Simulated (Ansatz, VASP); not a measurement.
**One calculation of SnSe2, two programs**

INCAR

```
ALGO     = Normal         # electronic algorithm
EDIFF    = 1E-6           # SCF threshold, eV
ENCUT    = 520            # plane-wave cutoff, eV
GGA      = PS             # functional
ISIF     = 2              # what is computed and relaxed
ISMEAR   = 0              # smearing method
LASPH    = T              # aspherical terms in the spheres
LCHARG   = F              # write CHGCAR
LREAL    = F              # projectors in reciprocal space
LWAVE    = F              # write WAVECAR
NBANDS   = 20             # bands
NELM     = 60             # most SCF steps
PREC     = Accurate       # precision mode
SIGMA    = 0.05           # smearing width, eV
```

The input KPOINTS:

```
k-points
0
Gamma
  6 6 4
```

The input POSCAR:

```
SnSe2
1.0
    3.8109987816      0.0000000000      0.0000000000
   -1.9054993908      3.3004217586      0.0000000000
    0.0000000000      0.0000000000      6.1370000000
Sn Se
1 2
Direct
    0.0000000000      0.0000000000      0.0000000000
    0.2455331159      0.6023924466      0.2988838195
    0.6666666667      0.3333333333      0.7500000000
```

Input for Ansatz:

```yaml
crystal:
  lattice:
    - [3.8109987816, 0.0, 0.0]
    - [-1.9054993908, 3.3004217586, 0.0]
    - [0.0, 0.0, 6.137]
  atoms:
    - { symbol: Sn, position: [0.0, 0.0, 0.0] }
    - { symbol: Se, position: [0.2455331159, 0.6023924466, 0.2988838195] }
    - { symbol: Se, position: [0.6666666667, 0.3333333333, 0.75] }
basis:
  ecutwfc: 420
kpoints:
  mp_grid: { grid: [6, 6, 4] }
hamiltonian:
  xc: pbesol
scf:
  occupations: { method: gaussian, width: 0.05 }
output:
  forces: true
  stress: true
  eigenvalues: true
```

Alike in both runs: task single point; functional PBEsol; k mesh 6 × 6 × 4; occupations gaussian, width 0.05 eV; no spin polarisation.

|  | VASP | Ansatz |
| --- | --- | --- |
| version | VASP 6.6.1 | Ansatz 0.2.0 |
| potentials or method | VASP PAW PBE potentials, release 64 (Sn_d, Se), cutoff 520 eV | scalar-relativistic, plane waves, PAW |
| valence electrons in the cell | 26 | 46 |

|  | VASP | Ansatz | Ansatz less VASP |
| --- | --- | --- | --- |
| gap on the k mesh at the Fermi level (eV) | none | none | - |
| pressure (GPa) | -1.3 | -1.4 | -0.08 |
| traceless stress, the component that is largest in VASP (GPa) | -1.98 | -2.00 | -0.017 |
| rms of the force components (eV/Å) | 0.681 | 0.680 | -0.0011 |

VASP's potentials were made for PBE, not for PBEsol. Atom by atom the forces differ by 0.009 eV/Å (rms over components). A gap of «none» marks a metal or a gap that the smearing closes. With one functional, cell and mesh, what is left measures potentials, basis and numerics. VASP's potentials hold 26 valence electrons a cell and Ansatz's 46, so a difference there can come from the potentials and not from the codes.
